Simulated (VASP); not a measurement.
**Cu3N: relaxation of cell and atoms with PBE**

Crystal: Cu3N.

```xyz
4
Lattice="3.8070 0.0000 0.0000 0.0000 3.8070 0.0000 0.0000 0.0000 3.8070" Properties=species:S:1:pos:R:3 pbc="T T T"
Cu    1.9035    0.0000    0.0000
Cu    0.0000    1.9035    0.0000
Cu    0.0000    0.0000    1.9035
N     0.0000    0.0000    0.0000
```

| Item | Value |
| --- | --- |
| Program | VASP 6.6.1 |
| Task | relaxation of cell and atoms |
| Functional | PBE |
| Potentials or basis | VASP PAW PBE potentials, release 64 (Cu, N) |
| Cutoff | 600 eV |
| k mesh | 10 × 10 × 10 |
| Occupations | gaussian, width 0.01 eV |
| Spin | no spin polarisation |
| Dipole correction | no |
| Further INCAR settings | ALGO = Normal; EDIFF = 1e-07; IBRION = 2; EDIFFG = -0.005; NSW = 100; ISIF = 3 |

- Relaxed volume: 14.08 Å³/atom
- Relaxed cell: a = 3.833 Å, b = 3.833 Å, c = 3.833 Å, α = 90.00°, β = 90.00°, γ = 90.00°
- Space group after relaxing (to 0.1 Å): Pm-3m (No. 221)
- Energy gained by relaxing: 2.2 meV/atom
- Ionic steps: 3
- Pressure after relaxing: 0.0 GPa
- Band gap on the k mesh: 0.26 eV (least direct gap 0.80 eV)

Step by step:
```tsv
step	energy change (eV)	largest force (eV/Å)	pressure (GPa)	volume (Å³)
1	0.0000	0.0000	2.48	55.18
2	-0.0068	0.0000	-1.13	56.90
3	-0.0088	0.0000	0.00	56.33
```

Final structure:
```yaml
crystal:
  lattice:
    - [3.83339, 0.00000, 0.00000]
    - [0.00000, 3.83339, 0.00000]
    - [0.00000, 0.00000, 3.83339]
  atoms:
    - { symbol: Cu, position: [0.50000, 0.00000, 0.00000] }
    - { symbol: Cu, position: [0.00000, 0.50000, 0.00000] }
    - { symbol: Cu, position: [0.00000, 0.00000, 0.50000] }
    - { symbol: N, position: [0.00000, 0.00000, 0.00000] }
```

Levels at points of the mesh, in eV from the valence-band top:
| k point | band 17 | band 18 | band 19 | band 20 | band 21 | band 22 |
| --- | --- | --- | --- | --- | --- | --- |
| (0.00, 0.00, 0.00) | -1.78 | -1.78 | -1.74 | 0.96 | 5.23 | 5.23 |
| (0.50, 0.00, 0.00) | -1.78 | -1.37 | -1.37 | 1.53 | 3.32 | 6.68 |
| (0.50, 0.50, 0.00) | -1.04 | -1.04 | -0.66 | 0.26 | 3.51 | 4.80 |
| (0.50, 0.50, 0.50) | 0.00 | 0.00 | 0.00 | 0.88 | 0.88 | 0.88 |

It took 3.1 min on 1 thread of Intel(R) Xeon(R) Platinum 8259CL CPU @ 2.50GHz (Skylake/Cascade Lake) (shared host), peak memory 0.22 GiB.

A k mesh can miss the band edges. Zero-point motion and thermal expansion aren't in these numbers.
